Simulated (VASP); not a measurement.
A run of VASP 6.6.1:

File INCAR:

```
PREC = Accurate
ENCUT = 600
EDIFF = 1E-6
ISMEAR = -1
SIGMA = 0.1
LREAL = False
LASPH = True
NELM = 100
ALGO = Normal
ISIF = 3
LWAVE = False
LCHARG = False
GGA = PS
IBRION = 2
NSW = 80
EDIFFG = -0.002
PSTRESS = 51.0
```

Contents of KPOINTS:

```
Automatic mesh
0
Gamma
  15 15 8
```

The input POSCAR:

```
SnSe2
1.0
    3.7724504313      0.0000000000      0.0000000000
   -1.8862252156      3.2670379080      0.0000000000
    0.0000000000      0.0000000000      5.5266436601
Sn Se
1 2
Direct
    0.0000000000      0.0000000000      0.0000000000
    0.3333333333      0.6666666667      0.2864235598
    0.6666666667      0.3333333333      0.7135764402
```

Potentials or basis: VASP PAW PBE potentials, release 64 (Sn_d, Se).

Command:

```sh
$ cat potpaw_PBE.64/Sn_d/POTCAR potpaw_PBE.64/Se/POTCAR > POTCAR
$ mpirun -np 1 vasp_std > vasp.out
```

Hardware: 1 thread of Intel(R) Xeon(R) 6975P-C (Granite Rapids) (shared host).

Task: How long does it take, and how much memory?

Result: It took 18 min on 1 thread of Intel(R) Xeon(R) 6975P-C (Granite Rapids), on a shared host, peak memory 0.44 GiB. Counts: scf iterations 115, k points 192, ion steps 32.
